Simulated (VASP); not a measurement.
# Al2Au (Fm-3m) in VASP: notebook, part 2 of 2

VASP 6.6.1. Earlier steps stand in the parts before.

**3. Electric field gradients, LDA (volume scaled by 1.01)**

Contents of INCAR:

```
SYSTEM = Al2Au
  PREC = Accurate
  ENCUT = 520
  EDIFF = 1E-8
  ISMEAR = -1
  SIGMA = 0.05
  LREAL = .False.
  LASPH = .True.
  NELM = 80
  ALGO = Normal
  ISIF = 2
  LWAVE = .False.
  LCHARG = .False.
  LEFG = .True.
  NBANDS = 16
```

Contents of KPOINTS:

```
regular mesh
0
Gamma
  11 11 11
  0 0 0
```

Contents of POSCAR:

```
Al2Au
1.0
    0.0000000000      3.0099668506      3.0099668506
    3.0099668506      0.0000000000      3.0099668506
    3.0099668506      3.0099668506      0.0000000000
Al Au
2 1
Direct
    0.2500000000      0.2500000000      0.2500000000
    0.7500000000      0.7500000000      0.7500000000
    0.0000000000      0.0000000000      0.0000000000
```

Potentials or basis: VASP PAW LDA potentials, release 64 (Al, Au).

Launch:

```sh
$ cat potpaw_LDA.64/Al/POTCAR potpaw_LDA.64/Au/POTCAR > POTCAR
$ mpirun -np 1 vasp_std > vasp.out
```

OUTCAR:

```text
SYSTEM = Al2Au
   PREC = Accurate
   ENCUT = 520
   EDIFF = 1E-8
   ISMEAR = -1
   LREAL = .False.
   LASPH = .True.
   NELM = 80
   ISIF = 2

 ion  position               nearest neighbor table
   1  0.250  0.250  0.250-   3 2.61   3 2.61   3 2.61   3 2.61   2 3.01   2 3.01   2 3.01   2 3.01
                             2 3.01   2 3.01
   2  0.750  0.750  0.750-   3 2.61   3 2.61   3 2.61   3 2.61   1 3.01   1 3.01   1 3.01   1 3.01
                             1 3.01   1 3.01
   3  0.000  0.000  0.000-   2 2.61   2 2.61   2 2.61   1 2.61   2 2.61   1 2.61   1 2.61   1 2.61

  LATTYP: Found a face centered cubic cell.
 ALAT       =     6.0199337012

  Lattice vectors:

 A1 = (   0.0000000000,   3.0099668506,   3.0099668506)
 A2 = (   3.0099668506,   0.0000000000,   3.0099668506)
 A3 = (   3.0099668506,   3.0099668506,   0.0000000000)

Analysis of symmetry for initial positions (statically):
=====================================================================
 Subroutine PRICEL returns:
 Original cell was already a primitive cell.

 Routine SETGRP: Setting up the symmetry group for a
 face centered cubic supercell.

 Subroutine GETGRP returns: Found 48 space group operations
 (whereof 48 operations were pure point group operations)
 out of a pool of 48 trial point group operations.

The static configuration has the point symmetry O_h .

Analysis of symmetry for dynamics (positions and initial velocities):
=====================================================================
 Subroutine PRICEL returns:
 Original cell was already a primitive cell.

 Routine SETGRP: Setting up the symmetry group for a
 face centered cubic supercell.

 Subroutine GETGRP returns: Found 48 space group operations
[... 164 lines left out ...]
      4       0.9102      2.00000
      5       1.8651      2.00000
      6       1.8651      2.00000
[... 433 lines left out ...]
      3       1.1301      2.00000
      4       1.1522      2.00000
      5       1.7545      2.00000
      6       1.9620      2.00000
[... 8 lines left out ...]
     15      14.4029      0.00000
     16      16.3523      0.00000

 [... further k-points ...]
[... 5 lines left out ...]
  --------------------------------------------------------------------------------------
  -------------------------------------------------------------------------------------
  Total       -1.1545591     -1.1545591     -1.1545591      0.0000000     -0.0000000     -0.0000000
  in kB      -33.9165446    -33.9165446    -33.9165446      0.0000000     -0.0000000     -0.0000000
  external PRESSURE =     -33.9165446 kB  Pullay stress =       0.0000000 kB

 VOLUME and BASIS-vectors are now :
 -----------------------------------------------------------------------------
  energy-cutoff  :      520.00
  volume of cell :       54.54
      direct lattice vectors                 reciprocal lattice vectors
     0.000000000  3.009966851  3.009966851    -0.166114786  0.166114786  0.166114786
     3.009966851  0.000000000  3.009966851     0.166114786 -0.166114786  0.166114786
     3.009966851  3.009966851  0.000000000     0.166114786  0.166114786 -0.166114786

 POSITION                                       TOTAL-FORCE (eV/Angst)
 -----------------------------------------------------------------------------------
      1.50498      1.50498      1.50498         0.000000      0.000000      0.000000
      4.51495      4.51495      4.51495        -0.000000     -0.000000     -0.000000
      0.00000      0.00000      0.00000        -0.000000     -0.000000      0.000000
 -----------------------------------------------------------------------------------
    total drift:                                0.000000     -0.000000      0.000000

  FREE ENERGIE OF THE ION-ELECTRON SYSTEM (eV)
  ---------------------------------------------------
  free  energy   TOTEN  =       -14.2720867712 eV

  energy  without entropy=      -14.2634691954  energy(sigma->0) =      -14.26777798

 Electric field gradients (V/A^2)
---------------------------------------------------------------------
 ion       V_xx      V_yy      V_zz      V_xy      V_xz      V_yz
---------------------------------------------------------------------
   1      -0.000    -0.000    -0.000     0.000     0.000     0.000
   2       0.000    -0.000    -0.000     0.000     0.000     0.000
   3      -0.000    -0.000     0.000     0.000     0.000     0.000
---------------------------------------------------------------------

 Electric field gradients after diagonalization (V/A^2)
 (convention: |V_zz| > |V_xx| > |V_yy|)
----------------------------------------------------------------------
 ion       V_xx      V_yy      V_zz     asymmetry (V_yy - V_xx)/ V_zz
----------------------------------------------------------------------
   1      -0.000    -0.000     0.000       0.000
   2      -0.000    -0.000     0.000       0.000
   3      -0.000    -0.000     0.000       0.000
----------------------------------------------------------------------

           NMR quadrupolar parameters

 Cq : quadrupolar parameter    Cq=e*Q*V_zz/h
 eta: asymmetry parameters     (V_yy - V_xx)/ V_zz
 Q  : nuclear electric quadrupole moment in mb (millibarn)
----------------------------------------------------------------------
 ion       Cq(MHz)       eta       Q (mb)
----------------------------------------------------------------------
   1       0.000       0.000       1.000
   2       0.000       0.000       1.000
   3       0.000       0.000       1.000
----------------------------------------------------------------------
```

OSZICAR:

```text
N       E                     dE             d eps       ncg     rms          rms(c)
DAV:   1     0.539269457755E+02    0.53927E+02   -0.68626E+03  1832   0.877E+02
DAV:   2    -0.141704459172E+02   -0.68097E+02   -0.62102E+02  2208   0.173E+02
DAV:   3    -0.155852430675E+02   -0.14148E+01   -0.14096E+01  2328   0.235E+01
DAV:   4    -0.155945497984E+02   -0.93067E-02   -0.93061E-02  2072   0.225E+00
DAV:   5    -0.155946774177E+02   -0.12762E-03   -0.12762E-03  2376   0.267E-01    0.897E+00
DAV:   6    -0.144074575272E+02    0.11872E+01   -0.45085E+00  2032   0.212E+01    0.391E+00
DAV:   7    -0.143120429845E+02    0.95415E-01   -0.21121E-01  1880   0.461E+00    0.182E+00
DAV:   8    -0.142734752871E+02    0.38568E-01   -0.28185E-02  2152   0.968E-01    0.406E-01
DAV:   9    -0.142720899362E+02    0.13854E-02   -0.25279E-03  2136   0.477E-01    0.214E-01
DAV:  10    -0.142720913959E+02   -0.14598E-05   -0.12471E-04  2120   0.798E-02    0.363E-02
DAV:  11    -0.142720868755E+02    0.45205E-05   -0.61179E-06  2208   0.193E-02    0.133E-02
DAV:  12    -0.142720867725E+02    0.10296E-06   -0.83629E-07  2136   0.834E-03    0.290E-03
DAV:  13    -0.142720867712E+02    0.13056E-08   -0.46475E-08  2272   0.154E-03
   1 F= -.14272087E+02 E0= -.14267778E+02  d E =-.861758E-02
```

stdout:

```text
POSCAR found type information on POSCAR AlAu
 POSCAR found :  2 types and       3 ions
 scaLAPACK will be used
 LDA part: xc-table for (Slater(with rela. corr.)+CA(PZ))
 , standard interpolation
 POSCAR, INCAR and KPOINTS ok, starting setup
 FFT: planning ... GRIDC
 FFT: planning ... GRID_SOFT
 FFT: planning ... GRID
 WAVECAR not read
 entering main loop
ion   1

ion   2

ion   3
```

Wall time 39 s (1 thread of AMD EPYC 7R43 (Zen 3), shared host); peak memory 0.15 GiB.

What came out:

* Free energy: -14.2721 eV
* Pressure: -3.4 GPa

Caveat: without QUAD_EFG the Cq values of the log hold for a quadrupole moment of 1 mb, not for the nuclei; spin-orbit coupling is left out, which moves the levels of the heavy elements.

**4. Electric field gradients, LDA (volume scaled by 1.04)**

Contents of INCAR:

```
PREC     = Accurate       # precision mode
ENCUT    = 520            # plane-wave cutoff, eV
EDIFF    = 1E-8           # SCF threshold, eV
ISMEAR   = -1             # smearing method
SIGMA    = 0.05           # smearing width, eV
LREAL    = F              # projectors in reciprocal space
LASPH    = T              # aspherical terms in the spheres
NELM     = 100            # most SCF steps
ALGO     = Normal         # electronic algorithm
ISIF     = 2              # what is computed and relaxed
LWAVE    = F              # write WAVECAR
LCHARG   = F              # write CHGCAR
LEFG     = T            
NBANDS   = 16             # bands
```

Contents of KPOINTS:

```
Automatic mesh
0
Gamma
  11 11 11
```

Contents of POSCAR:

```
Al2Au
1.0
    0.0000000000      3.0394782115      3.0394782115
    3.0394782115      0.0000000000      3.0394782115
    3.0394782115      3.0394782115      0.0000000000
Al Au
2 1
Direct
    0.2500000000      0.2500000000      0.2500000000
    0.7500000000      0.7500000000      0.7500000000
    0.0000000000      0.0000000000      0.0000000000
```

Potentials or basis: VASP PAW LDA potentials, release 64 (Al, Au).

Launch:

```sh
$ cat potpaw_LDA.64/Al/POTCAR potpaw_LDA.64/Au/POTCAR > POTCAR
$ mpirun -np 1 vasp_std > vasp.out
```

OUTCAR:

```text
PREC = Accurate
   ENCUT = 520
   EDIFF = 1E-8
   ISMEAR = -1
   LREAL = F
   LASPH = T
   NELM = 100
   ISIF = 2

 ion  position               nearest neighbor table
   1  0.250  0.250  0.250-   3 2.63   3 2.63   3 2.63   3 2.63   2 3.04   2 3.04   2 3.04   2 3.04
                             2 3.04   2 3.04
   2  0.750  0.750  0.750-   3 2.63   3 2.63   3 2.63   3 2.63   1 3.04   1 3.04   1 3.04   1 3.04
                             1 3.04   1 3.04
   3  0.000  0.000  0.000-   2 2.63   2 2.63   2 2.63   1 2.63   1 2.63   1 2.63   2 2.63   1 2.63

  LATTYP: Found a face centered cubic cell.
 ALAT       =     6.0789564230

  Lattice vectors:

 A1 = (   0.0000000000,   3.0394782115,   3.0394782115)
 A2 = (   3.0394782115,   0.0000000000,   3.0394782115)
 A3 = (   3.0394782115,   3.0394782115,   0.0000000000)

Analysis of symmetry for initial positions (statically):
=====================================================================
 Subroutine PRICEL returns:
 Original cell was already a primitive cell.

[... 655 lines left out ...]
 -----------------------------------------------------------------------------------
      1.51974      1.51974      1.51974        -0.000000      0.000000     -0.000000
      4.55922      4.55922      4.55922         0.000000     -0.000000      0.000000
      0.00000      0.00000      0.00000         0.000000     -0.000000      0.000000
 -----------------------------------------------------------------------------------
    total drift:                                0.000000     -0.000000      0.000000

  FREE ENERGIE OF THE ION-ELECTRON SYSTEM (eV)
  ---------------------------------------------------
  free  energy   TOTEN  =       -14.2235166647 eV

  energy  without entropy=      -14.2148029500  energy(sigma->0) =      -14.21915981

 Electric field gradients (V/A^2)
---------------------------------------------------------------------
 ion       V_xx      V_yy      V_zz      V_xy      V_xz      V_yz
---------------------------------------------------------------------
   1      -0.000     0.000     0.000     0.000     0.000     0.000
   2      -0.000     0.000     0.000     0.000     0.000     0.000
   3      -0.000     0.000     0.000    -0.000    -0.000    -0.000
---------------------------------------------------------------------

 Electric field gradients after diagonalization (V/A^2)
 (convention: |V_zz| > |V_xx| > |V_yy|)
----------------------------------------------------------------------
 ion       V_xx      V_yy      V_zz     asymmetry (V_yy - V_xx)/ V_zz
----------------------------------------------------------------------
   1      -0.000    -0.000     0.000       0.000
   2      -0.000    -0.000     0.000       0.000
   3       0.000     0.000    -0.000       0.000
----------------------------------------------------------------------

           NMR quadrupolar parameters

 Cq : quadrupolar parameter    Cq=e*Q*V_zz/h
 eta: asymmetry parameters     (V_yy - V_xx)/ V_zz
 Q  : nuclear electric quadrupole moment in mb (millibarn)
----------------------------------------------------------------------
 ion       Cq(MHz)       eta       Q (mb)
----------------------------------------------------------------------
   1       0.000       0.000       1.000
   2       0.000       0.000       1.000
   3      -0.000       0.000       1.000
----------------------------------------------------------------------
```

stdout:

```text
POSCAR found type information on POSCAR AlAu
 POSCAR found :  2 types and       3 ions
 scaLAPACK will be used
 LDA part: xc-table for (Slater(with rela. corr.)+CA(PZ))
 , standard interpolation
 POSCAR, INCAR and KPOINTS ok, starting setup
 FFT: planning ... GRIDC
 FFT: planning ... GRID_SOFT
 FFT: planning ... GRID
 WAVECAR not read
 entering main loop
ion   1

ion   2

ion   3
```

It took 55 s on 1 thread of AMD EPYC 7R43 (Zen 3), shared host; peak memory 0.15 GiB.

What came out:

* Free energy: -14.2235 eV
* Pressure: -6.2 GPa

Caveat: without QUAD_EFG the Cq values of the log hold for a quadrupole moment of 1 mb, not for the nuclei; spin-orbit coupling is left out, which moves the levels of the heavy elements.

**5. Electric field gradients, LDA (volume scaled by 0.99)**

Contents of INCAR:

```
PREC     = Accurate       # precision mode
ENCUT    = 400            # plane-wave cutoff, eV
EDIFF    = 1E-8           # SCF threshold, eV
ISMEAR   = -1             # smearing method
SIGMA    = 0.05           # smearing width, eV
LREAL    = False          # projectors in reciprocal space
LASPH    = True           # aspherical terms in the spheres
NELM     = 120            # most SCF steps
ALGO     = Normal         # electronic algorithm
ISIF     = 2              # what is computed and relaxed
LWAVE    = False          # write WAVECAR
LCHARG   = False          # write CHGCAR
LEFG     = True         
NBANDS   = 16             # bands
GGA_COMPAT= False
```

Contents of KPOINTS:

```
regular mesh
0
Gamma
  11 11 11
```

Contents of POSCAR:

```
Al2Au
1.0
    0.0000000000      2.9899664802      2.9899664802
    2.9899664802      0.0000000000      2.9899664802
    2.9899664802      2.9899664802      0.0000000000
Al Au
2 1
Direct
    0.2500000000      0.2500000000      0.2500000000
    0.7500000000      0.7500000000      0.7500000000
    0.0000000000      0.0000000000      0.0000000000
```

Potentials or basis: VASP PAW LDA potentials, release 64 (Al, Au).

Launch:

```sh
$ cat potpaw_LDA.64/Al/POTCAR potpaw_LDA.64/Au/POTCAR > POTCAR
$ mpirun -np 1 vasp_std > vasp.out
```

OUTCAR:

```text
PREC = Accurate
   ENCUT = 400
   EDIFF = 1E-8
   ISMEAR = -1
   LREAL = False
   LASPH = True
   NELM = 120
   ISIF = 2

 ion  position               nearest neighbor table
   1  0.250  0.250  0.250-   3 2.59   3 2.59   3 2.59   3 2.59   2 2.99   2 2.99   2 2.99   2 2.99
                             2 2.99   2 2.99
   2  0.750  0.750  0.750-   3 2.59   3 2.59   3 2.59   3 2.59   1 2.99   1 2.99   1 2.99   1 2.99
                             1 2.99   1 2.99
   3  0.000  0.000  0.000-   2 2.59   2 2.59   2 2.59   1 2.59   2 2.59   1 2.59   1 2.59   1 2.59

  LATTYP: Found a face centered cubic cell.
 ALAT       =     5.9799329604

  Lattice vectors:

 A1 = (   0.0000000000,   2.9899664802,   2.9899664802)
 A2 = (   2.9899664802,   0.0000000000,   2.9899664802)
 A3 = (   2.9899664802,   2.9899664802,   0.0000000000)

Analysis of symmetry for initial positions (statically):
=====================================================================
 Subroutine PRICEL returns:
 Original cell was already a primitive cell.
[... 654 lines left out ...]

 POSITION                                       TOTAL-FORCE (eV/Angst)
 -----------------------------------------------------------------------------------
      1.49498      1.49498      1.49498         0.000000      0.000000      0.000000
      4.48495      4.48495      4.48495        -0.000000     -0.000000     -0.000000
      0.00000      0.00000      0.00000         0.000000      0.000000      0.000000
 -----------------------------------------------------------------------------------
    total drift:                               -0.000000     -0.000000      0.000000

  FREE ENERGIE OF THE ION-ELECTRON SYSTEM (eV)
  ---------------------------------------------------
  free  energy   TOTEN  =       -14.2874262550 eV

  energy  without entropy=      -14.2789359691  energy(sigma->0) =      -14.28318111

 Electric field gradients (V/A^2)
---------------------------------------------------------------------
 ion       V_xx      V_yy      V_zz      V_xy      V_xz      V_yz
---------------------------------------------------------------------
   1       0.000    -0.000    -0.000     0.000     0.000     0.000
   2       0.000    -0.000     0.000     0.000     0.000     0.000
   3       0.000     0.000    -0.000    -0.000    -0.000    -0.000
---------------------------------------------------------------------

 Electric field gradients after diagonalization (V/A^2)
 (convention: |V_zz| > |V_xx| > |V_yy|)
----------------------------------------------------------------------
 ion       V_xx      V_yy      V_zz     asymmetry (V_yy - V_xx)/ V_zz
----------------------------------------------------------------------
   1      -0.000    -0.000     0.000       0.000
   2      -0.000    -0.000     0.000       0.000
   3       0.000     0.000    -0.001       0.000
----------------------------------------------------------------------

           NMR quadrupolar parameters

 Cq : quadrupolar parameter    Cq=e*Q*V_zz/h
 eta: asymmetry parameters     (V_yy - V_xx)/ V_zz
 Q  : nuclear electric quadrupole moment in mb (millibarn)
----------------------------------------------------------------------
 ion       Cq(MHz)       eta       Q (mb)
----------------------------------------------------------------------
   1       0.000       0.000       1.000
   2       0.000       0.000       1.000
   3      -0.000       0.000       1.000
----------------------------------------------------------------------
```

Wall time 26 s (1 thread of AMD EPYC 9R45 (Zen 5), shared host); peak memory 0.13 GiB.

What came out:

```yaml
Free_energy: -14.2874 eV
Pressure: -1.2 GPa
```

Levels at points of the mesh, in eV from the Fermi level:
| k point | band 6 | band 7 | band 8 | band 9 | band 10 | band 11 | band 12 | band 13 |
| --- | --- | --- | --- | --- | --- | --- | --- | --- |
| (0.00, 0.00, 0.00) | -5.75 | 2.14 | 2.91 | 2.91 | 2.91 | 3.92 | 3.92 | 3.92 |

Caveat: without QUAD_EFG the Cq values of the log hold for a quadrupole moment of 1 mb, not for the nuclei; spin-orbit coupling is left out, which moves the levels of the heavy elements.

**6. Summary**

| cell | cutoff (eV) | gap on the mesh (eV) | pressure (GPa) |
| --- | --- | --- | --- |
| a = 4.257 Å, angles 60.0°, 3 atoms | 520 | none | -3.4 |
| a = 4.298 Å, angles 60.0°, 3 atoms | 520 | none | -6.2 |
| a = 4.228 Å, angles 60.0°, 3 atoms | 400 | none | -1.2 |

Alike in all rows: task electric field gradients; level LDA; potentials or basis VASP PAW LDA potentials, release 64 (Al, Au); no spin polarisation; k mesh 11 × 11 × 11; smearing fermi-dirac 0.05 eV.

Caveats: spin-orbit coupling is left out, which moves the levels of the heavy elements.

Total energies depend on the potentials used, so only differences within one code and one set of settings carry meaning.
